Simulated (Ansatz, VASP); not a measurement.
## MoSe: VASP beside Ansatz

```
Mo Se
1.0
     0.00000    2.57485    2.57485
     2.57485    0.00000    2.57485
     2.57485    2.57485    0.00000
Mo Se
1 1
Direct
  0.00000 0.00000 0.00000
  0.50000 0.50000 0.50000
```

Alike in both runs: task single point; functional PBEsol; k mesh 14 × 14 × 14; occupations gaussian, width 0.05 eV; collinear spin; Hubbard terms Mo d U = 4.0 eV.

|  | VASP | Ansatz |
| --- | --- | --- |
| version | VASP 6.6.1 | Ansatz 0.2.0 |
| potentials or method | VASP PAW PBE potentials, release 64 (Mo_sv, Se), cutoff 520 eV | scalar-relativistic, plane waves, PAW |
| valence electrons in the cell | 20 | 30 |

Ansatz gave:

| Quantity | Value |
| --- | --- |
| gap on the k mesh at the Fermi level (eV) | none |
| pressure (GPa) | 25.7 |
| net moment per atom (μB) | 1.68 |
| size of the moment on the site where the two differ most (μB) | 2.52 |

Question: What did VASP give for the same quantities?

Answer: gap on the k mesh at the Fermi level (eV): none; pressure (GPa): 21.3; net moment per atom (μB): 1.47; size of the moment on the site where the two differ most (μB): 2.74.

The net moments are unlike, so the other rows may belong to different states. VASP's potentials were made for PBE, not for PBEsol. Site moments also hang on the region over which each program counts them. The programs project onto different local orbitals, so the same U acts differently, and such runs can settle in different states. A gap of «none» marks a metal or a gap that the smearing closes. VASP's potentials hold 20 valence electrons a cell and Ansatz's 30, so a difference there can come from the potentials and not from the codes. Ansatz's warnings: filled band counts differ across k points.
